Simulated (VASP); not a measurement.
# Ta2N (P-3m1) in VASP: notebook, part 2 of 2

VASP 6.6.1.

## Step 5: Single point, PBE

This run uses another cell than the first one, of 13.55 Å³/atom.

INCAR

```
SYSTEM = Ta2N
PREC = Accurate
ENCUT = 520
EDIFF = 1E-7
ISMEAR = 0
SIGMA = 0.15
LREAL = .False.
LASPH = .True.
NELM = 80
ALGO = Normal
ISIF = 2
LWAVE = .False.
LCHARG = .True.
GGA = PE
LELF = .True.
LVHAR = .True.
NBANDS = 20
```

KPOINTS

```
regular mesh
0
Gamma
  18 18 12
  0 0 0
```

POSCAR

```
Ta2N
1.0
    3.1011400584      0.0000000000      0.0000000000
   -1.5505700292      2.6856660713      0.0000000000
    0.0000000000      0.0000000000      4.8818900414
Ta N
2 1
Direct
    0.6666666667      0.3333333333      0.7449050326
    0.3333333333      0.6666666667      0.2550949674
    0.0000000000      0.0000000000      0.0000000000
```

Run with:

```sh
$ cat potpaw_PBE.64/Ta_pv/POTCAR potpaw_PBE.64/N/POTCAR > POTCAR
$ mpirun -np 1 vasp_std > vasp.out
```

Run time: 5.4 min. Hardware: 1 thread of Intel Xeon 8259CL, shared host; peak memory 0.39 GiB.

It converged, with:

| Quantity | Value |
| --- | --- |
| Free energy | -34.3909 eV |
| Pressure | 0.4 GPa |
| Largest force | 0.033 eV/Å |
| Band gap on the k mesh | zero (an odd number of electrons rules out a gap without spin polarisation) |

Forces in eV/Å, atoms in the order of the input:
```
Ta   0.000  0.000 -0.033
Ta   0.000  0.000  0.033
N    0.000  0.000  0.000
```

Levels at points of the mesh, in eV from the Fermi level:
```tsv
k point	band 9	band 10	band 11	band 12	band 13	band 14	band 15	band 16	band 17	band 18
(0.00, 0.00, 0.00)	-6.01	-6.01	-4.98	-0.70	-0.23	-0.23	0.26	0.33	0.33	1.16
(0.50, 0.00, 0.00)	-6.55	-6.34	-4.55	-2.61	-1.36	1.69	1.95	3.77	4.01	4.22
(0.00, 0.00, 0.50)	-6.19	-6.19	-2.92	-2.66	-1.09	-1.09	1.76	1.97	2.31	2.31
(0.50, 0.00, 0.50)	-6.70	-6.08	-3.30	-2.15	-2.11	-0.32	0.74	3.36	3.59	4.05
```

Caveat: spin-orbit coupling is left out, which moves the levels of the heavy elements.

## Step 6: Relaxation of cell and atoms, PBE

INCAR

```
SYSTEM = Ta2N
  PREC = Accurate
  ENCUT = 600
  EDIFF = 1E-6
  ISMEAR = 0
  SIGMA = 0.1
  LREAL = .FALSE.
  LASPH = .TRUE.
  NELM = 100
  ALGO = Normal
  ISIF = 3
  LWAVE = .FALSE.
  LCHARG = .FALSE.
  GGA = PE
  IBRION = 2
  NSW = 100
  EDIFFG = -0.005
```

KPOINTS

```
Automatic mesh
0
G
  18 18 10
  0 0 0
```

POSCAR

```
Ta2N
1.0
    3.1128615060      0.0000000000      0.0000000000
   -1.5564307530      2.6958171426      0.0000000000
    0.0000000000      0.0000000000      4.8698410000
Ta N
2 1
Direct
    0.6666666700      0.3333333300      0.7452890000
    0.3333333300      0.6666666700      0.2547110000
    0.0000000000      0.0000000000      0.0000000000
```

Potentials or basis: VASP PAW PBE potentials, release 64 (Ta_pv, N).

Run with:

```sh
$ cat potpaw_PBE.64/Ta_pv/POTCAR potpaw_PBE.64/N/POTCAR > POTCAR
$ mpirun -np 1 vasp_std > vasp.out
```

It took 32 min on 1 thread of Intel Xeon 8259CL, shared host; peak memory 0.41 GiB.

It converged, with:

| Property | Result |
| --- | --- |
| Free energy | -34.3896 eV |
| Relaxed volume | 13.57 Å³/atom |
| Relaxed cell | a = 3.102 Å, b = 3.102 Å, c = 4.885 Å, α = 90.00°, β = 90.00°, γ = 120.00° |
| Space group after relaxing (to 0.1 Å) | P-3m1 (No. 164) |
| Energy gained by relaxing | 0.4 meV/atom |
| Ionic steps | 11 |
| Pressure after relaxing | 0.0 GPa |
| Band gap on the k mesh | zero (an odd number of electrons rules out a gap without spin polarisation) |

Forces in eV/Å, atoms in the order of the input:
```
Ta   0.000  0.000 -0.002
Ta   0.000  0.000  0.002
N    0.000  0.000  0.000
```

The path:
```
step  energy change (eV)  largest force (eV/Å)  pressure (GPa)  volume (Å³)
   1              0.0000                0.0126           -0.95        40.87
   2              0.0015                0.0981            2.37        40.39
   3             -0.0006                0.0428            0.19        40.70
   4             -0.0010                0.0231            0.08        40.70
   5             -0.0011                0.0064           -0.01        40.70
   6             -0.0011                0.0093            0.00        40.70
   7             -0.0011                0.0097            0.01        40.70
   8             -0.0011                0.0166            0.04        40.70
   9             -0.0011                0.0107            0.01        40.70
  10             -0.0011                0.0022           -0.05        40.71
  11             -0.0011                0.0025           -0.03        40.71
```

Final structure:
```
Ta N
1.0
     3.10200    0.00000    0.00000
    -1.55100    2.68641    0.00000
     0.00000    0.00000    4.88497
Ta N
2 1
Direct
  0.66667 0.33333 0.74457
  0.33333 0.66667 0.25543
  0.00000 0.00000 0.00000
```

Levels at points of the mesh, in eV from the Fermi level:
| k point | band 11 | band 12 | band 13 | band 14 | band 15 | band 16 |
| --- | --- | --- | --- | --- | --- | --- |
| (0.00, 0.00, 0.00) | -4.99 | -0.71 | -0.23 | -0.23 | 0.25 | 0.34 |
| (0.50, 0.00, 0.00) | -4.55 | -2.61 | -1.36 | 1.68 | 1.94 | 3.77 |
| (0.00, 0.00, 0.50) | -2.94 | -2.66 | -1.08 | -1.08 | 1.75 | 1.97 |
| (0.50, 0.00, 0.50) | -3.29 | -2.16 | -2.11 | -0.33 | 0.73 | 3.36 |

Caveat: spin-orbit coupling is left out, which moves the levels of the heavy elements.

## Step 7: The runs side by side

| task | spin | cell | k mesh | cutoff (eV) | smearing | gap on the mesh (eV) | pressure (GPa) | largest force (eV/Å) |
| --- | --- | --- | --- | --- | --- | --- | --- | --- |
| single point | collinear | a = 3.113, b = 3.113, c = 4.870 Å, angles 90.0, 90.0, 120.0°, 3 atoms, atomic positions A | 6 × 6 × 4 | 520 | gaussian 0.1 eV | none | -0.8 | 0.24 |
| single point | off | a = 3.101, b = 3.101, c = 4.882 Å, angles 90.0, 90.0, 120.0°, 3 atoms, atomic positions B | 18 × 18 × 10 | 520 | gaussian 0.1 eV | none | 0.4 | 0.05 |
| single point | off | a = 3.101, b = 3.101, c = 4.882 Å, angles 90.0, 90.0, 120.0°, 3 atoms, atomic positions B | 18 × 18 × 10 | 520 | gaussian 0.15 eV | none | 0.4 | 0.04 |
| single point | off | a = 3.101, b = 3.101, c = 4.882 Å, angles 90.0, 90.0, 120.0°, 3 atoms, atomic positions B | 18 × 18 × 12 | 520 | gaussian 0.15 eV | none | 0.4 | 0.03 |
| relaxation of cell and atoms | off | relaxed from a = 3.113, b = 3.113, c = 4.870 Å, angles 90.0, 90.0, 120.0°, 3 atoms, atomic positions A | 18 × 18 × 10 | 600 | gaussian 0.1 eV | none | 0.0 | - |

Alike in all rows: level PBE; potentials or basis VASP PAW PBE potentials, release 64 (Ta_pv, N).

Caveats: some runs use coarse meshes; spin-orbit coupling is left out, which moves the levels of the heavy elements.

Absolute energies hang on the potentials; compare differences alone.
